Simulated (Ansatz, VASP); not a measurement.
**One calculation of Si, two programs**

Contents of INCAR:

```
PREC     = Accurate       # precision mode
ENCUT    = 500            # plane-wave cutoff, eV
EDIFF    = 1E-6           # SCF threshold, eV
ISMEAR   = 0              # smearing method
SIGMA    = 0.1            # smearing width, eV
LREAL    = False          # projectors in reciprocal space
LASPH    = True           # aspherical terms in the spheres
NELM     = 120            # most SCF steps
ALGO     = Normal         # electronic algorithm
ISIF     = 2              # what is computed and relaxed
LWAVE    = False          # write WAVECAR
LCHARG   = False          # write CHGCAR
GGA      = PE             # functional
NBANDS   = 11             # bands
GGA_COMPAT= False
```

KPOINTS

```
regular mesh
0
Gamma
  6 6 6
```

Contents of POSCAR:

```
Si
1.0
    0.0000000000      2.7609679891      2.7609679891
    2.7609679891      0.0000000000      2.7609679891
    2.7609679891      2.7609679891      0.0000000000
Si
2
Direct
    0.7500000000      0.7500000000      0.7500000000
    0.5000000000      0.5000000000      0.5000000000
```

Input for Ansatz:

```yaml
crystal:
  lattice:
    - [0.0, 2.7609679890677783, 2.7609679890677783]
    - [2.7609679890677783, 0.0, 2.7609679890677783]
    - [2.7609679890677783, 2.7609679890677783, 0.0]
  atoms:
    - { symbol: Si, position: [0.75, 0.75, 0.75] }
    - { symbol: Si, position: [0.5, 0.5, 0.5] }
kpoints:
  mp_grid:
    grid: [6, 6, 6]
hamiltonian:
  xc: pbe
  pseudopotentials:
    kind: nc
scf:
  max_iter: 60
  algorithm: density_mixing
  n_extra_bands: 2
  convergence:
    dr2_threshold: 1.0e-06
  occupations:
    method: gaussian
  eigensolver:
    kind: davidson
    mixed_precision: false
output:
  stress: true
```

Alike in both runs: task single point; functional PBE; k mesh 6 × 6 × 6; no spin polarisation.

```csv
,VASP,Ansatz
version,VASP 6.6.1,Ansatz 0.2.0
potentials or method,"VASP PAW PBE potentials, release 64 (Si)","plane waves, norm-conserving potentials"
plane-wave cutoff (eV),500,490
occupations,"gaussian, width 0.1 eV",gaussian
valence electrons in the cell,8,8
```

VASP gave:

* pressure (GPa): -2.4

Problem. What did Ansatz give for the same quantities?

Solution. Pressure (GPa): -2.3.

Ansatz's warnings: stress scf threshold loose.
